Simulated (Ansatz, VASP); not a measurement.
One calculation of W, two programs

File POSCAR:

```
W
1.0
    0.0000000000      1.9995500000      2.0604500000
    1.9995500000      0.0000000000      2.0604500000
    1.9995500000      1.9995500000      0.0000000000
W
1
Direct
    0.0000000000      0.0000000000      0.0000000000
```

INCAR.step1

```
SYSTEM = W
ALGO     = Normal         ! electronic algorithm
EDIFF    = 1E-4           ! SCF threshold, eV
ENCUT    = 520            ! plane-wave cutoff, eV
GGA      = PE             ! functional
ISMEAR   = 0              ! smearing method
LASPH    = .TRUE.         ! aspherical terms in the spheres
LCHARG   = .FALSE.        ! write CHGCAR
LREAL    = .FALSE.        ! projectors in reciprocal space
LWAVE    = .TRUE.         ! write WAVECAR
NBANDS   = 13             ! bands
NELM     = 100            ! most SCF steps
PREC     = Accurate       ! precision mode
SIGMA    = 0.15           ! smearing width, eV
```

The input INCAR.step2:

```
SYSTEM = W
ALGO     = Normal         ! electronic algorithm
EDIFF    = 1E-6           ! SCF threshold, eV
ENCUT    = 520            ! plane-wave cutoff, eV
ISIF     = 2              ! what is computed and relaxed
ISMEAR   = 0              ! smearing method
ISTART   = 1            
LASPH    = .TRUE.         ! aspherical terms in the spheres
LCHARG   = .FALSE.        ! write CHGCAR
LMIXTAU  = .TRUE.       
LREAL    = .FALSE.        ! projectors in reciprocal space
LWAVE    = .FALSE.        ! write WAVECAR
METAGGA  = R2SCAN         ! meta-GGA
NBANDS   = 13             ! bands
NELM     = 100            ! most SCF steps
PREC     = Accurate       ! precision mode
SIGMA    = 0.15           ! smearing width, eV
```

KPOINTS

```
k-points
0
G
  20 20 20
  0 0 0
```

Input for Ansatz:

```yaml
crystal:
  lattice:
    - [0.0, 1.99955, 2.06045]
    - [1.99955, 0.0, 2.06045]
    - [1.99955, 1.99955, 0.0]
  atoms:
    - { symbol: W, position: [0.0, 0.0, 0.0] }
basis:
  ecutwfc: 500
kpoints:
  mp_grid: { grid: [20, 20, 20] }
hamiltonian:
  xc: r2scan
scf:
  occupations: { method: gaussian, width: 0.15 }
output:
  forces: true
  stress: true
  eigenvalues: true
```

Change from the starting cell: strain -0.015 along x and y, +0.015 along z, atoms carried along.

Alike in both runs: task single point; functional r2SCAN; k mesh 20 × 20 × 20; occupations gaussian, width 0.15 eV; no spin polarisation.

|  | VASP | Ansatz |
| --- | --- | --- |
| version | VASP 6.6.1 | Ansatz 0.2.0 |
| potentials or method | VASP PAW PBE potentials, release 64 (W_sv), cutoff 520 eV | scalar-relativistic, plane waves, PAW |
| valence electrons in the cell | 14 | 14 |

VASP gave:

```
gap on the k mesh at the Fermi level (eV)                     : none
pressure (GPa)                                                : -3.7
traceless stress, the component that is largest in VASP (GPa) : 7.27
```

What did Ansatz give for the same quantities?

gap on the k mesh at the Fermi level (eV): none; pressure (GPa): -4.7; traceless stress, the component that is largest in VASP (GPa): 7.24.

VASP's potentials were made for PBE, not for r2SCAN. A gap of «none» marks a metal or a gap that the smearing closes.

Spin-orbit coupling is off throughout.
